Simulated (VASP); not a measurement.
# SrP3Rh2 (P6/mmm) in VASP: single point with PBE

Aim: the single point of SrP3Rh2 with PBE.

Everything below comes from runs of VASP 6.6.1. Logs are shortened: lines on timing, memory, paths and dates and some standing lists are left out, and cuts for length are marked.

### Step 1. The cell of the first run

It takes space group P6/mmm (No. 191, hexagonal). The conventional cell has a = 5.689 Å, b = 5.689 Å, c = 3.725 Å, α = 90.00°, β = 90.00°, γ = 120.00°. Sr (site symmetry 6/mmm) has 6 Rh at 3.28 Å and 12 P at 3.40 Å and 2 Sr at 3.73 Å within 4.3 Å. Within 3.4 Å of P (site symmetry mmm) lie 4 Rh at 2.48 Å and 4 P at 2.84 Å and 4 Sr at 3.40 Å. Rh (site symmetry -6m2) has 6 P at 2.48 Å and 3 Rh at 3.28 Å and 3 Sr at 3.28 Å within 3.3 Å.

The cell was built from a structure type or drawn by symmetry, and may not be a known phase.

### Step 2. Single point, PBE, collinear spin, ferromagnetic start

INCAR

```
SYSTEM = SrP3Rh2
ALGO     = Normal         ! electronic algorithm
EDIFF    = 1E-6           ! SCF threshold, eV
ENCUT    = 520            ! plane-wave cutoff, eV
GGA      = PE             ! functional
ISIF     = 2              ! what is computed and relaxed
ISMEAR   = 0              ! smearing method
ISPIN    = 2              ! spin polarisation
LASPH    = .TRUE.         ! aspherical terms in the spheres
LCHARG   = .TRUE.         ! write CHGCAR
LELF     = .TRUE.         ! ELF
LMAXMIX  = 4              ! l up to which the mixer works
LORBIT   = 11             ! projections on sites
LREAL    = .FALSE.        ! projectors in reciprocal space
LVHAR    = .TRUE.       
LWAVE    = .FALSE.        ! write WAVECAR
MAGMOM   = 0 0 0 0 1 1    ! initial moments
NBANDS   = 40             ! bands
NELM     = 150            ! most SCF steps
PREC     = Accurate       ! precision mode
SIGMA    = 0.1            ! smearing width, eV
```

KPOINTS

```
k-points
0
G
  6 6 6
  0 0 0
```

POSCAR

```
SrP3Rh2
1.0
    5.6885918083      0.0000000000      0.0000000000
   -2.8442959041      4.9264650177      0.0000000000
    0.0000000000      0.0000000000      3.7251346661
Sr P Rh
1 3 2
Direct
    0.0000000000      0.0000000000      0.0000000000
    0.5000000000      0.0000000000      0.5000000000
    0.5000000000      0.5000000000      0.5000000000
    0.0000000000      0.5000000000      0.5000000000
    0.3333333333      0.6666666667      0.0000000000
    0.6666666667      0.3333333333      0.0000000000
```

Potentials or basis: VASP PAW PBE potentials, release 64 (Sr_sv, P, Rh_pv).

Command:

```bash
> cat potpaw_PBE.64/Sr_sv/POTCAR potpaw_PBE.64/P/POTCAR potpaw_PBE.64/Rh_pv/POTCAR > POTCAR
> mpirun -np 1 vasp_std > vasp.out
```

OUTCAR:

```text
SYSTEM = SrP3Rh2
   EDIFF = 1E-6
   ENCUT = 520
   GGA = PE
   ISIF = 2
   ISMEAR = 0
   ISPIN = 2
   LASPH = .TRUE.
   LORBIT = 11
   LREAL = .FALSE.
   NELM = 150
   PREC = Accurate

 ion  position               nearest neighbor table
   1  0.000  0.000  0.000-   5 3.28   6 3.28   5 3.28   6 3.28   6 3.28   5 3.28   4 3.40   4 3.40
                             4 3.40   4 3.40   3 3.40   3 3.40   3 3.40   3 3.40   2 3.40   2 3.40
   2  0.500  0.000  0.500-   5 2.48   6 2.48   5 2.48   6 2.48   3 2.84   3 2.84   4 2.84   4 2.84
                             1 3.40   1 3.40   1 3.40   1 3.40
   3  0.500  0.500  0.500-   5 2.48   6 2.48   5 2.48   6 2.48   2 2.84   2 2.84   4 2.84   4 2.84
                             1 3.40   1 3.40   1 3.40   1 3.40
   4  0.000  0.500  0.500-   5 2.48   6 2.48   5 2.48   6 2.48   2 2.84   2 2.84   3 2.84   3 2.84
                             1 3.40   1 3.40   1 3.40   1 3.40
   5  0.333  0.667  0.000-   2 2.48   2 2.48   4 2.48   4 2.48   3 2.48   3 2.48   6 3.28   1 3.28
                             6 3.28   1 3.28   1 3.28   6 3.28
   6  0.667  0.333  0.000-   2 2.48   2 2.48   4 2.48   4 2.48   3 2.48   3 2.48   5 3.28   1 3.28
                             5 3.28   1 3.28   1 3.28   5 3.28

  LATTYP: Found a hexagonal cell.
 ALAT       =     5.6885918083
 C/A-ratio  =     0.6548430247

  Lattice vectors:

 A1 = (   5.6885918083,   0.0000000000,   0.0000000000)
 A2 = (  -2.8442959041,   4.9264650177,   0.0000000000)
 A3 = (   0.0000000000,   0.0000000000,   3.7251346661)

Analysis of symmetry for initial positions (statically):
=====================================================================
 Subroutine PRICEL returns:
 Original cell was already a primitive cell.

 Routine SETGRP: Setting up the symmetry group for a
 hexagonal supercell.

 Subroutine GETGRP returns: Found 24 space group operations
 (whereof 24 operations were pure point group operations)
 out of a pool of 24 trial point group operations.

The static configuration has the point symmetry D_6h.

Analysis of symmetry for dynamics (positions and initial velocities):
=====================================================================
 Subroutine PRICEL returns:
 Original cell was already a primitive cell.

 Routine SETGRP: Setting up the symmetry group for a
 hexagonal supercell.

 Subroutine GETGRP returns: Found 24 space group operations
 (whereof 24 operations were pure point group operations)
 out of a pool of 24 trial point group operations.

The dynamic configuration has the point symmetry D_6h.

Analysis of structural, dynamic, and magnetic symmetry:
=====================================================================
 Subroutine PRICEL returns:
 Original cell was already a primitive cell.

 Routine SETGRP: Setting up the symmetry group for a
 hexagonal supercell.

 Subroutine GETGRP returns: Found 24 space group operations
 (whereof 24 operations were pure point group operations)
 out of a pool of 24 trial point group operations.

The overall configuration has the point symmetry D_6h.

 Subroutine INISYM returns: Found 24 space group operations
 (whereof 24 operations are pure point group operations),
 and found     1 'primitive' translations

----------------------------------------------------------------------------------------

                                     Primitive cell

  volume of cell :     104.3956

  direct lattice vectors                    reciprocal lattice vectors
     5.688591808  0.000000000  0.000000000     0.175790430  0.101492652  0.000000000
    -2.844295904  4.926465018  0.000000000     0.000000000  0.202985304  0.000000000
     0.000000000  0.000000000  3.725134666     0.000000000  0.000000000  0.268446671

  length of vectors
     5.688591808  5.688591808  3.725134666     0.202985304  0.202985304  0.268446671

  position of ions in fractional coordinates (direct lattice)
     0.000000000  0.000000000  0.000000000
     0.500000000  0.000000000  0.500000000
     0.500000000  0.500000000  0.500000000
     1.000000000  0.500000000  0.500000000
     0.333333333  0.666666667  0.000000000
     0.666666667  0.333333333  0.000000000

  ion indices of the primitive-cell ions
   primitive index   ion index
                 1           1
                 2           2
                 3           3
                 4           4
                 5           5
                 6           6

----------------------------------------------------------------------------------------
[... 57 lines left out ...]
   ions per type =               1   3   2
   NGX,Y,Z   is equivalent  to a cutoff of  12.27, 12.27, 12.50 a.u.
   NGXF,Y,Z  is equivalent  to a cutoff of  24.55, 24.55, 24.99 a.u.
 SYSTEM =  SrP3Rh2
   PREC   = accura    normal or accurate (medium, high low for compatibility)
   ISTART =      0    job   : 0-new  1-cont  2-samecut
   ICHARG =      2    charge: 1-file 2-atom 10-const
   ISPIN  =      2    spin polarized calculation?
   LNONCOLLINEAR =      F non collinear calculations
   LSORBIT =      F    spin-orbit coupling
   LASPH  =      T    aspherical Exc in radial PAW
   ENCUT  =  520.0 eV  38.22 Ry    6.18 a.u.  10.58 10.58  6.93*2*pi/ulx,y,z
   NELM   =    150;   NELMIN=  2; NELMDL= -5     # of ELM steps
   EDIFF  = 0.1E-05   stopping-criterion for ELM
   LREAL  =      F    real-space projection
   EDIFFG = 0.1E-04   stopping-criterion for IOM
   NSW    =      0    number of steps for IOM
   IBRION =     -1    ionic relax: 0-MD 1-quasi-New 2-CG
   NFREE  =      0    steps in history (QN), initial steepest desc. (CG)
   ISIF   =      2    stress and relaxation
   ISYM   =      2    0-nonsym 1-usesym 2-fastsym
   POTIM  = 0.5000    time-step for ionic-motion
   TEBEG  =    0.0;   TEEND  =   0.0 temperature during run
   PSTRESS=    0.0 pullay stress
   NELECT =      55.0000    total number of electrons
   NUPDOWN=      -1.0000    fix difference up-down
   EMIN   =  10.00;   EMAX   =-10.00  energy-range for DOS
   EFERMI =   0.00;   METHOD = LEGACY
   ISMEAR =     0;   SIGMA  =   0.10  broadening in eV -4-tet -1-fermi 0-gaus
   EFERMI_NEDOS =   21; number of points for ismear=-14 and -15
   IALGO  =     38    algorithm
   IMIX   =      4    mixing-type and parameters
     AMIX     =   0.40;   BMIX     =  1.00
     AMIX_MAG =   1.60;   BMIX_MAG =  1.00
  volume/ion in A,a.u.               =      17.40       117.42
  Fermi-wavevector in a.u.,A,eV,Ry     =   1.322214  2.498622 23.786375  1.748249
  Thomas-Fermi vector in A             =   2.451911
   LORBIT       =     11    0 simple, 1 ext, 2 COOP (PROOUT), +10 PAW based schemes
   GGA     = PE    functional components
   LHFCALC =     F    Hartree Fock is set to
   AEXX    =    0.0000 exact exchange contribution
   IVDW    =     0    specifies the selected vdW correction
   LEPSILON=     F    determine dielectric tensor
   LRPA    =     F    only Hartree local field effects (RPA)
 spin polarized calculation
 Gauss-broadening in eV      SIGMA  =   0.10
  energy-cutoff  :      520.00
  volume of cell :      104.40
 maximum number of plane-waves:      2832
   NGX = 21   NGY = 21   NGZ = 13

 number of electron      54.9999986 magnetization       0.0010049

 number of electron      54.9999986 magnetization      -0.0000437

 Free energy of the ion-electron system (eV)
  ---------------------------------------------------
  ext. energy  EPLUGINS =         0.00000000
  ---------------------------------------------------
  free energy    TOTEN  =       -34.77182607 eV

  energy without entropy =      -34.75551783  energy(sigma->0) =      -34.76367195

 E-fermi :   8.1551     XC(G=0): -11.3027

 val. band max:        8.1337107286   @ k =   0.5000  -0.0000   0.0000
 cond. band min:       8.1675763532   @ k =   0.3333  -0.0000   0.3333
 fundamental gap:      0.0338656247
 Fermi energy:         8.1550898628

 spin component 1

 k-point     1 :       0.0000    0.0000    0.0000
  band No.  band energies     occupation
      1     -38.4688      1.00000
      2     -38.4614      1.00000
      3     -38.0963      1.00000
      4     -38.0963      1.00000
      5     -38.0623      1.00000
      6     -38.0623      1.00000
[... 997 lines left out ...]
     38      14.5034      0.00000
     39      14.5462      0.00000

 [... further k-points ...]

 spin component 2

 k-point     1 :       0.0000    0.0000    0.0000
  band No.  band energies     occupation
      1     -38.4688      1.00000
      2     -38.4613      1.00000
      3     -38.0962      1.00000
      4     -38.0962      1.00000
      5     -38.0622      1.00000
      6     -38.0621      1.00000
[... 997 lines left out ...]
     38      14.5034      0.00000
     39      14.5461      0.00000

 [... further k-points ...]

 [bands above 39 left out]

------------------------ aborting loop because EDIFF is reached ----------------------------------------

  FORCE on cell =-STRESS in cart. coord.  units (eV):
  Direction    XX          YY          ZZ          XY          YZ          ZX
  --------------------------------------------------------------------------------------
  -------------------------------------------------------------------------------------
  Total        0.0107951      0.0107951      0.0690010      0.0000000     -0.0000000      0.0000000
  in kB        0.1656740      0.1656740      1.0589701      0.0000000     -0.0000000      0.0000000
  external PRESSURE =       0.4634394 kB  Pullay stress =       0.0000000 kB

 VOLUME and BASIS-vectors are now :
 -----------------------------------------------------------------------------
  energy-cutoff  :      520.00
  volume of cell :      104.40
      direct lattice vectors                 reciprocal lattice vectors
     5.688591808  0.000000000  0.000000000     0.175790430  0.101492652  0.000000000
    -2.844295904  4.926465018  0.000000000     0.000000000  0.202985304  0.000000000
     0.000000000  0.000000000  3.725134666     0.000000000  0.000000000  0.268446671

 POSITION                                       TOTAL-FORCE (eV/Angst)
 -----------------------------------------------------------------------------------
      0.00000      0.00000      0.00000        -0.000000      0.000000      0.000000
      2.84430      0.00000      1.86257        -0.000000      0.000000      0.000000
      1.42215      2.46323      1.86257        -0.000000      0.000000      0.000000
     -1.42215      2.46323      1.86257        -0.000000      0.000000      0.000000
     -0.00000      3.28431      0.00000         0.000000     -0.000000     -0.000000
      2.84430      1.64216      0.00000        -0.000000      0.000000      0.000000
 -----------------------------------------------------------------------------------
    total drift:                               -0.000000      0.000000      0.000000

  FREE ENERGIE OF THE ION-ELECTRON SYSTEM (eV)
  ---------------------------------------------------
  free  energy   TOTEN  =       -34.7718260716 eV

  energy  without entropy=      -34.7555178275  energy(sigma->0) =      -34.76367195

 total charge

# of ion       s       p       d       tot
------------------------------------------
    1        2.009   5.779   0.253   8.042
    2        1.071   1.314   0.000   2.385
    3        1.071   1.314   0.000   2.385
    4        1.071   1.314   0.000   2.385
    5        0.347   6.241   7.333  13.921
    6        0.347   6.241   7.333  13.921
--------------------------------------------------
tot          5.917  22.202  14.920  43.038

 magnetization (x)

# of ion       s       p       d       tot
------------------------------------------
    1       -0.000  -0.000  -0.000  -0.000
    2        0.000   0.000   0.000   0.000
    3        0.000   0.000   0.000   0.000
    4        0.000   0.000   0.000   0.000
    5       -0.000  -0.000   0.000   0.000
    6       -0.000  -0.000   0.000   0.000
--------------------------------------------------
tot         -0.000   0.000   0.000   0.000
```

Run time: 7 min. Hardware: 1 thread of Intel Xeon 8259CL, shared host; peak memory 0.37 GiB.

Results:

- Free energy: -34.7718 eV
- Pressure: 0.0 GPa
- Net moment: 0.00 μB per cell
- Valence electrons inside the program's atomic spheres: Sr 8.04; P 2.38; Rh 13.92
